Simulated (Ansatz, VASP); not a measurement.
Two plane-wave programs on Al6H

File INCAR:

```
SYSTEM = Al6H
  PREC = Accurate
  ENCUT = 520
  EDIFF = 1E-7
  ISMEAR = 0
  SIGMA = 0.1
  LREAL = .False.
  LASPH = .True.
  NELM = 60
  ALGO = Normal
  ISIF = 2
  LWAVE = .False.
  LCHARG = .False.
  LDIPOL = .True.
  IDIPOL = 3
  DIPOL = 0.5 0.5 0.310
  GGA = PE
  NBANDS = 32
```

The input KPOINTS:

```
regular mesh
0
Gamma
  6 6 1
  0 0 0
```

POSCAR

```
Al6H
1.0
    5.7143028096      0.0000000000      0.0000000000
   -2.8571514048      4.9487313980      0.0000000000
    0.0000000000      0.0000000000     22.6016424636
Al H
12 2
Direct
    0.3333333333      0.1666666667      0.1769782885
    0.3333333333      0.6666666667      0.1769782885
    0.8333333333      0.1666666667      0.1769782885
    0.8333333333      0.6666666667      0.1769782885
    0.1666666667      0.3333333333      0.2787817904
    0.1666666667      0.8333333333      0.2787817904
    0.6666666667      0.3333333333      0.2787817904
    0.6666666667      0.8333333333      0.2787817904
    0.0000000000      0.0000000000      0.3805759903
    0.0000000000      0.5000000000      0.3805759903
    0.5000000000      0.0000000000      0.3805759903
    0.5000000000      0.5000000000      0.3805759903
    0.1903382450      0.3806764901      0.4956118778
    0.3096617550      0.6193235099      0.4956118778
```

Input for Ansatz:

```yaml
crystal:
  lattice:
    - [5.7143028096, 0.0, 0.0]
    - [-2.8571514048, 4.948731398, 0.0]
    - [0.0, 0.0, 22.6016424636]
  atoms:
    - { symbol: Al, position: [0.3333333333, 0.1666666667, 0.1769782885] }
    - { symbol: Al, position: [0.3333333333, 0.6666666667, 0.1769782885] }
    - { symbol: Al, position: [0.8333333333, 0.1666666667, 0.1769782885] }
    - { symbol: Al, position: [0.8333333333, 0.6666666667, 0.1769782885] }
    - { symbol: Al, position: [0.1666666667, 0.3333333333, 0.2787817904] }
    - { symbol: Al, position: [0.1666666667, 0.8333333333, 0.2787817904] }
    - { symbol: Al, position: [0.6666666667, 0.3333333333, 0.2787817904] }
    - { symbol: Al, position: [0.6666666667, 0.8333333333, 0.2787817904] }
    - { symbol: Al, position: [0.0, 0.0, 0.3805759903] }
    - { symbol: Al, position: [0.0, 0.5, 0.3805759903] }
    - { symbol: Al, position: [0.5, 0.0, 0.3805759903] }
    - { symbol: Al, position: [0.5, 0.5, 0.3805759903] }
    - { symbol: H, position: [0.190338245, 0.3806764901, 0.4956118778] }
    - { symbol: H, position: [0.309661755, 0.6193235099, 0.4956118778] }
basis:
  ecutwfc: 420
kpoints:
  mp_grid: { grid: [6, 6, 1] }
hamiltonian:
  xc: pbe
scf:
  occupations: { method: gaussian, width: 0.1 }
output:
  forces: true
  eigenvalues: true
efield:
  axis: 3
  dipole_correction: true
  ramp_width: 0.04
```

Alike in both runs: task single point; functional PBE; k mesh 6 × 6 × 1; occupations gaussian, width 0.1 eV; no spin polarisation.

|  | VASP | Ansatz |
| --- | --- | --- |
| version | VASP 6.6.1 | Ansatz 0.2.0 |
| potentials or method | VASP PAW PBE potentials, release 64 (Al, H), cutoff 520 eV | scalar-relativistic, plane waves, PAW |
| valence electrons in the cell | 38 | 38 |

|  | VASP | Ansatz | Ansatz less VASP |
| --- | --- | --- | --- |
| gap on the k mesh at the Fermi level (eV) | none | none | - |
| rms of the force components (eV/Å) | 0.910 | 0.910 | -0.0002 |

Atom by atom the forces differ by 0.001 eV/Å (rms over components). A gap of «none» marks a metal or a gap that the smearing closes.
